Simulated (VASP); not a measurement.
A run of VASP 6.6.1 is set up as follows.

The input INCAR:

```
ALGO = Normal
EDIFF = 1E-7
ENCUT = 520
GGA = PS
ISIF = 2
ISMEAR = -1
LASPH = True
LCHARG = True
LELF = True
LREAL = False
LVHAR = True
LWAVE = False
NBANDS = 15
NELM = 60
PREC = Accurate
SIGMA = 0.05
```

File KPOINTS:

```
k-points
0
Gamma
  10 10 10
```

POSCAR

```
TaN
1.0
    0.0000000000      2.1661812927      2.1661812927
    2.1661812927      0.0000000000      2.1661812927
    2.1661812927      2.1661812927      0.0000000000
Ta N
1 1
Direct
    0.5000000000      0.5000000000      0.5000000000
    0.0000000000      0.0000000000      0.0000000000
```

Potentials or basis: VASP PAW PBE potentials, release 64 (Ta_pv, N).

Command:

```sh
$ cat potpaw_PBE.64/Ta_pv/POTCAR potpaw_PBE.64/N/POTCAR > POTCAR
$ mpirun -np 1 vasp_std > vasp.out
```

Predict the pressure.

12.4 GPa.

Estimate the band gap on the k mesh.

zero (band 8 reaches 11.94 eV, above the bottom of band 9 at 7.63 eV).

Caveat: the PAW data sets were made with another functional, which shifts forces and pressure a little; spin-orbit coupling is left out, which moves the levels of the heavy elements.
